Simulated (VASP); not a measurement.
# Bi (P2/m) in VASP: a series of runs, part 2 of 2

VASP 6.6.1.

## 4. Single point, PBE (34.96 Å³/atom)

This run uses another cell than the first one, of 34.96 Å³/atom.

File INCAR:

```
SYSTEM = Bi
PREC = Accurate
ENCUT = 520
EDIFF = 1E-6
ISMEAR = -1
SIGMA = 0.05
LREAL = .False.
LASPH = .True.
NELM = 80
ALGO = Fast
ISIF = 2
LWAVE = .False.
LCHARG = .False.
GGA = PE
NBANDS = 22
```

File KPOINTS:

```
Automatic mesh
0
Gamma
  8 8 4
  0 0 0
```

File POSCAR:

```
Bi
1.0
    3.2809913467      0.0000000000      0.0000000000
    0.0000000000      3.2640382254      0.0000000000
   -0.0815136175      0.0000000000      6.5286865229
Bi
2
Direct
    0.5442472500      0.0000000000      0.7495778900
    0.4557527500      0.0000000000      0.2504221100
```

Potentials or basis: VASP PAW PBE potentials, release 64 (Bi_d).

Started as:

```sh
$ cat potpaw_PBE.64/Bi_d/POTCAR > POTCAR
$ mpirun -np 1 vasp_std > vasp.out
```

OUTCAR:

```text
SYSTEM = Bi
   PREC = Accurate
   ENCUT = 520
   EDIFF = 1E-6
   ISMEAR = -1
   LREAL = .False.
   LASPH = .True.
   NELM = 80
   ISIF = 2
   GGA = PE

 ion  position               nearest neighbor table
   1  0.544  0.000  0.750-   2 3.27   2 3.29
   2  0.456  0.000  0.250-   1 3.27   1 3.29

  LATTYP: Found a simple monoclinic cell.
 ALAT       =     3.2809913467
 B/A-ratio  =     0.9948329272
 C/A-ratio  =     1.9900068852
 COS(beta)  =    -0.0124844813

  Lattice vectors:

 A1 = (   3.2809913467,   0.0000000000,   0.0000000000)
 A2 = (   0.0000000000,   3.2640382254,   0.0000000000)
 A3 = (  -0.0815136175,   0.0000000000,   6.5286865229)

Analysis of symmetry for initial positions (statically):
=====================================================================
 Subroutine PRICEL returns:
 Original cell was already a primitive cell.

 Routine SETGRP: Setting up the symmetry group for a
 simple monoclinic supercell.

 Subroutine GETGRP returns: Found  4 space group operations
 (whereof  4 operations were pure point group operations)
 out of a pool of  4 trial point group operations.

The static configuration has the point symmetry C_2h.

Analysis of symmetry for dynamics (positions and initial velocities):
=====================================================================
 Subroutine PRICEL returns:
 Original cell was already a primitive cell.

 Routine SETGRP: Setting up the symmetry group for a
 simple monoclinic supercell.

 Subroutine GETGRP returns: Found  4 space group operations
 (whereof  4 operations were pure point group operations)
 out of a pool of  4 trial point group operations.

The dynamic configuration has the point symmetry C_2h.

 Subroutine INISYM returns: Found  4 space group operations
 (whereof  4 operations are pure point group operations),
 and found     1 'primitive' translations

[... 102 lines left out ...]
   POTIM  = 0.5000    time-step for ionic-motion
   TEBEG  =    0.0;   TEEND  =   0.0 temperature during run
   PSTRESS=    0.0 pullay stress
   NELECT =      30.0000    total number of electrons
   NUPDOWN=      -1.0000    fix difference up-down
   EMIN   =  10.00;   EMAX   =-10.00  energy-range for DOS
   EFERMI =   0.00;   METHOD = LEGACY
   ISMEAR =    -1;   SIGMA  =   0.05  broadening in eV -4-tet -1-fermi 0-gaus
   EFERMI_NEDOS =   21; number of points for ismear=-14 and -15
   IALGO  =     68    algorithm
   IMIX   =      4    mixing-type and parameters
     AMIX     =   0.40;   BMIX     =  1.00
     AMIX_MAG =   1.60;   BMIX_MAG =  1.00
  volume/ion in A,a.u.               =      34.96       235.91
  Fermi-wavevector in a.u.,A,eV,Ry     =   1.234771  2.333379 20.744262  1.524660
  Thomas-Fermi vector in A             =   2.369448
   LORBIT       =      0    0 simple, 1 ext, 2 COOP (PROOUT), +10 PAW based schemes
   GGA     = PE    functional components
   LHFCALC =     F    Hartree Fock is set to
   AEXX    =    0.0000 exact exchange contribution
   IVDW    =     0    specifies the selected vdW correction
   LEPSILON=     F    determine dielectric tensor
   LRPA    =     F    only Hartree local field effects (RPA)
 non-spin polarized calculation
 RMM-DIIS sequential band-by-band and
  energy-cutoff  :      520.00
  volume of cell :       69.92
 maximum number of plane-waves:      1912
   NGX = 13   NGY = 13   NGZ = 25

 number of electron      29.9999990 magnetization

 Free energy of the ion-electron system (eV)
  ---------------------------------------------------
  ext. energy  EPLUGINS =         0.00000000
  ---------------------------------------------------
  free energy    TOTEN  =        -7.66964237 eV

  energy without entropy =       -7.65516233  energy(sigma->0) =       -7.66240235

 E-fermi :   6.3450     XC(G=0):  -9.6097

 val. band max:        6.3376370221   @ k =  -0.3750   0.2500   0.2500
 cond. band min:       6.3487634778   @ k =   0.1250   0.2500   0.2500
 fundamental gap:      0.0111264557
 Fermi energy:         6.3450311464

 k-point     1 :       0.0000    0.0000    0.0000
  band No.  band energies     occupation
      1     -16.5518      2.00000
      2     -16.5436      2.00000
      3     -16.5374      2.00000
      4     -16.3244      2.00000
      5     -16.3242      2.00000
      6     -16.3037      2.00000
[... 589 lines left out ...]
     21      12.4200      0.00000
     22      13.5601      0.00000

 [... further k-points ...]
[... 5 lines left out ...]
  --------------------------------------------------------------------------------------
  -------------------------------------------------------------------------------------
  Total       -0.0413318      0.2551875     -0.1354291      0.0000000      0.0000000     -0.0336238
  in kB       -0.9471290      5.8476838     -3.1033914      0.0000000      0.0000000     -0.7704970
  external PRESSURE =       0.5990545 kB  Pullay stress =       0.0000000 kB

 VOLUME and BASIS-vectors are now :
 -----------------------------------------------------------------------------
  energy-cutoff  :      520.00
  volume of cell :       69.92
      direct lattice vectors                 reciprocal lattice vectors
     3.280991347  0.000000000  0.000000000     0.304785930  0.000000000  0.003805391
     0.000000000  3.264038225  0.000000000     0.000000000  0.306368961  0.000000000
    -0.081513617  0.000000000  6.528686523     0.000000000  0.000000000  0.153170166

 POSITION                                       TOTAL-FORCE (eV/Angst)
 -----------------------------------------------------------------------------------
      1.72457      0.00000      4.89376         0.002012      0.000000     -0.015820
      1.47491      0.00000      1.63493        -0.002012      0.000000      0.015820
 -----------------------------------------------------------------------------------
    total drift:                                0.000000      0.000000      0.000000

  FREE ENERGIE OF THE ION-ELECTRON SYSTEM (eV)
  ---------------------------------------------------
  free  energy   TOTEN  =        -7.6696423662 eV

  energy  without entropy=       -7.6551623328  energy(sigma->0) =       -7.66240235
```

stdout:

```text
POSCAR found type information on POSCAR Bi
 POSCAR found :  1 types and       2 ions
 scaLAPACK will be used
 LDA part: xc-table for (Slater+PW92), standard interpolation
 POSCAR, INCAR and KPOINTS ok, starting setup
 FFT: planning ... GRIDC
 FFT: planning ... GRID_SOFT
 FFT: planning ... GRID
 WAVECAR not read
 entering main loop
```

Wall time 2.2 min (1 thread of Intel Xeon 8259CL, shared host); peak memory 0.24 GiB.

Results:

* Free energy: -7.6696 eV
* Pressure: 0.1 GPa
* Largest force: 0.016 eV/Å
* Band gap on the k mesh: zero (bands 15 and 16 overlap by 6.05 eV)

Forces on the atoms (eV/Å):
```
Bi   0.002  0.000 -0.016
Bi  -0.002  0.000  0.016
```

Caveat: spin-orbit coupling is left out, which moves the levels of the heavy elements.

## 5. Single point, PBE (35.63 Å³/atom)

This run uses another cell than the first one, of 35.63 Å³/atom.

File INCAR:

```
SYSTEM = Bi
PREC = Accurate ; ENCUT = 520
EDIFF = 1E-6 ; ISMEAR = -1
SIGMA = 0.05 ; LREAL = .False.
LASPH = .True. ; NELM = 80
ALGO = Fast ; ISIF = 2
LWAVE = .False. ; LCHARG = .False.
GGA = PE ; NBANDS = 22
```

File KPOINTS:

```
regular mesh
0
Gamma
  8 8 4
  0 0 0
```

File POSCAR:

```
Bi
1.0
    3.3018899442      0.0000000000      0.0000000000
    0.0000000000      3.2848288383      0.0000000000
   -0.0820328266      0.0000000000      6.5702716347
Bi
2
Direct
    0.5442472500      0.0000000000      0.7495778900
    0.4557527500      0.0000000000      0.2504221100
```

Started as:

```sh
$ cat potpaw_PBE.64/Bi_d/POTCAR > POTCAR
$ mpirun -np 1 vasp_std > vasp.out
```

Run time: 3 min. Hardware: 1 thread of Intel Xeon 8259CL, shared host; peak memory 0.25 GiB.

It converged, with:

```
Free energy            : -7.6669 eV
Pressure               : -0.8 GPa
Largest force          : 0.018 eV/Å
Band gap on the k mesh : zero (bands 15 and 16 overlap by 5.93 eV)
```

Forces in eV/Å, atoms in the order of the input:
```
Bi  -0.004  0.000 -0.018
Bi   0.004  0.000  0.018
```

Stress tensor (GPa, compression positive):
```
-0.96  0.00 -0.06
 0.00 -0.32  0.00
-0.06  0.00 -1.16
```

Levels at points of the mesh, in eV from the Fermi level:
```csv
k point,band 13,band 14,band 15,band 16,band 17,band 18
"(0.00, 0.00, 0.00)",-4.69,3.09,3.13,3.15,4.56,4.92
"(0.50, 0.00, 0.00)",-4.65,-2.97,-2.84,2.51,4.91,5.22
"(0.00, 0.50, 0.00)",-4.70,-2.92,-2.89,2.88,4.87,4.91
"(0.50, 0.50, 0.00)",-2.93,-2.86,-1.32,-1.28,-1.16,2.91
"(0.00, 0.00, 0.50)",-1.69,-1.66,3.72,3.81,3.90,3.91
"(0.50, 0.00, 0.50)",-4.00,-3.98,0.16,0.25,5.41,5.46
"(0.00, 0.50, 0.50)",-3.97,-3.96,0.18,0.22,5.47,5.47
"(0.50, 0.50, 0.50)",-2.25,-2.23,-2.22,-2.21,1.96,2.06
```

Caveat: spin-orbit coupling is left out, which moves the levels of the heavy elements.

## 6. Summary

```tsv
cell	further INCAR settings	gap on the mesh (eV)	pressure (GPa)	largest force (eV/Å)
a = 3.238, b = 3.222, c = 6.444 Å, angles 90.0, 90.7, 90.0°, 2 atoms	ALGO = Fast; EDIFF = 1e-07; NBANDS = 22	none	2.1	0.02
a = 3.260, b = 3.243, c = 6.487 Å, angles 90.0, 90.7, 90.0°, 2 atoms	ALGO = Fast; EDIFF = 1e-06; NBANDS = 22	none	1.0	0.02
a = 3.281, b = 3.264, c = 6.529 Å, angles 90.0, 90.7, 90.0°, 2 atoms	ALGO = Fast; EDIFF = 1e-06; NBANDS = 22	none	0.1	0.02
a = 3.302, b = 3.285, c = 6.571 Å, angles 90.0, 90.7, 90.0°, 2 atoms	ALGO = Fast; EDIFF = 1e-06; NBANDS = 22	none	-0.8	0.02
```

Alike in all rows: task single point; level PBE; potentials or basis VASP PAW PBE potentials, release 64 (Bi_d); no spin polarisation; k mesh 8 × 8 × 4; cutoff (eV) 520; smearing fermi-dirac 0.05 eV.

Caveats: spin-orbit coupling is left out, which moves the levels of the heavy elements.

Absolute energies hang on the potentials; compare differences alone.
